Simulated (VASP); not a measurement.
Ga: single point with PBEsol

Crystal: Ga.

```
Ga
1.0
     1.39216   -4.05317    0.00000
     1.39216    4.05317    0.00000
    -0.11823    0.00000    3.35198
Ga
2
Direct
  0.13100 0.86900 0.75000
  0.86900 0.13100 0.25000
```

* Program: VASP 6.6.1
* Task: single point
* Functional: PBEsol
* Potentials or basis: VASP PAW PBE potentials, release 64 (Ga_d)
* Cutoff: 520 eV
* k mesh: 10 × 10 × 8
* Occupations: fermi-dirac, width 0.05 eV
* Spin: no spin polarisation
* Dipole correction: no
* Further INCAR settings: ALGO = Fast; EDIFF = 1e-06; NBANDS = 20

- Pressure: -2.9 GPa
- Largest force: 0.189 eV/Å
- Band gap on the k mesh: zero (bands 13 and 14 overlap by 8.25 eV)

Forces in eV/Å, atoms in the order of the input:
```
Ga   0.000 -0.189  0.000
Ga   0.000  0.189  0.000
```

Stress tensor (GPa, compression positive):
```
-2.34  0.00  0.38
 0.00 -2.75  0.00
 0.38  0.00 -3.66
```

Levels at points of the mesh, in eV from the Fermi level:
```tsv
k point	band 11	band 12	band 13	band 14	band 15	band 16
(0.00, 0.00, 0.00)	-11.07	-2.03	-1.68	1.63	5.40	9.55
(0.50, 0.00, 0.00)	-6.00	-4.94	-1.30	-0.03	5.69	6.47
(0.50, 0.50, 0.00)	-8.98	-8.49	3.96	4.52	5.71	5.93
(0.00, 0.00, 0.50)	-7.68	-7.68	1.70	1.70	2.40	2.40
(0.50, 0.00, 0.50)	-2.86	-2.84	-1.59	-1.50	1.74	2.28
(0.50, 0.50, 0.50)	-5.96	-5.96	-4.29	-4.29	10.69	10.69
```

Run time: 3.7 min on 1 thread of Intel(R) Xeon(R) Platinum 8375C CPU @ 2.90GHz (Ice Lake), on a shared host, peak memory 0.27 GiB.

Caveat: the PAW data sets were made with another functional, which shifts forces and pressure a little.
